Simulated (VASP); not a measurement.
Cs2Li:

```
CELL_PARAMETERS angstrom
0.00000 3.94020 3.94020
3.94020 0.00000 3.94020
3.94020 3.94020 0.00000
ATOMIC_POSITIONS crystal
Cs 0.25000 0.25000 0.25000
Cs 0.75000 0.75000 0.75000
Li 0.00000 0.00000 0.00000
```

```yaml
Program: VASP 6.6.1
Task: relaxation of cell and atoms
Functional: PBE
Potentials_or_basis: VASP PAW PBE potentials, release 64 (Cs_sv, Li_sv)
Cutoff: 600 eV
k_mesh: 4 × 4 × 4
Occupations: gaussian, width 0.1 eV
Spin: no spin polarisation
```

At the start: pressure 6.1 GPa; volume 40.78 Å³/atom.

**Question.** Where does the relaxation end?

**Answer.** Over 4 steps the energy falls by 466.0 meV/atom and the volume is 75.08 Å³/atom (+84.1 %); space group Fm-3m (No. 225, to 0.05 Å).

The path:
| step | energy change (eV) | largest force (eV/Å) | pressure (GPa) | volume (Å³) |
| --- | --- | --- | --- | --- |
| 1 | 0.0000 | 0.0000 | 6.07 | 122.34 |
| 2 | -0.8160 | 0.0000 | 3.09 | 151.82 |
| 3 | -1.3833 | 0.0000 | 0.35 | 212.47 |
| 4 | -1.3980 | 0.0000 | 0.03 | 225.24 |

Final structure:
```cif
data_structure
_symmetry_space_group_name_H-M 'P 1'
_symmetry_Int_Tables_number 1
_cell_length_a 6.8295
_cell_length_b 6.8295
_cell_length_c 6.8295
_cell_angle_alpha 60.000
_cell_angle_beta 60.000
_cell_angle_gamma 60.000
_cell_volume 225.24
loop_
_atom_site_label
_atom_site_type_symbol
_atom_site_fract_x
_atom_site_fract_y
_atom_site_fract_z
_atom_site_occupancy
Cs1 Cs 0.25000 0.25000 0.25000 1
Cs2 Cs 0.75000 0.75000 0.75000 1
Li1 Li 0.00000 0.00000 0.00000 1
```

Caveat: the cutoff is under 1.25 times the usual one of these potentials, so pressure, stress and relaxed cells hold a basis-set (Pulay) error; the volume moved by over 15 % at a fixed basis, so the end points are rough.
